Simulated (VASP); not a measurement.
Write the native input for VASP 6.6.1 that does the following.

```yaml
Task: single point
Functional: PBE
Potentials_or_basis: VASP PAW PBE potentials, release 64 (Ni, Al)
Cutoff: 520 eV
k_mesh: 14 × 14 × 14
Occupations: fermi-dirac, width 0.08 eV
Spin: no spin polarisation
Dipole_correction: no
Further_INCAR_settings: ALGO = Normal; EDIFF = 1e-06; NBANDS = 14
```

The structure of AlNi (CsCl type) lies in POSCAR:

```
AlNi
1.0
    2.4934589214      0.0000000000      0.0000000000
    0.0000000000      2.4934589214      0.0000000000
    0.0000000000      0.0000000000      2.4934589214
Ni Al
1 1
Direct
    0.0000000000      0.0000000000      0.0000000000
    0.5000000000      0.5000000000      0.5000000000
```

This cell differs from its parent crystal: volume scaled by 0.64.

The input as run:

INCAR

```
SYSTEM = AlNi
ALGO = Normal
EDIFF = 1E-6
ENCUT = 520
GGA = PE
ISIF = 2
ISMEAR = -1
LASPH = .TRUE.
LCHARG = .TRUE.
LELF = .TRUE.
LREAL = .FALSE.
LVHAR = .TRUE.
LWAVE = .FALSE.
NBANDS = 14
NELM = 100
PREC = Accurate
SIGMA = 0.08
```

KPOINTS

```
k-points
0
G
  14 14 14
  0 0 0
```

Potentials or basis: VASP PAW PBE potentials, release 64 (Ni, Al).

The run is started by

```console
$ cat potpaw_PBE.64/Ni/POTCAR potpaw_PBE.64/Al/POTCAR > POTCAR
$ mpirun -np 1 vasp_std > vasp.out
```

Results of the run:

* Pressure: 185.1 GPa

Run time: 21 s on 1 thread of Intel Xeon 6975P-C (shared host), peak memory 0.14 GiB.
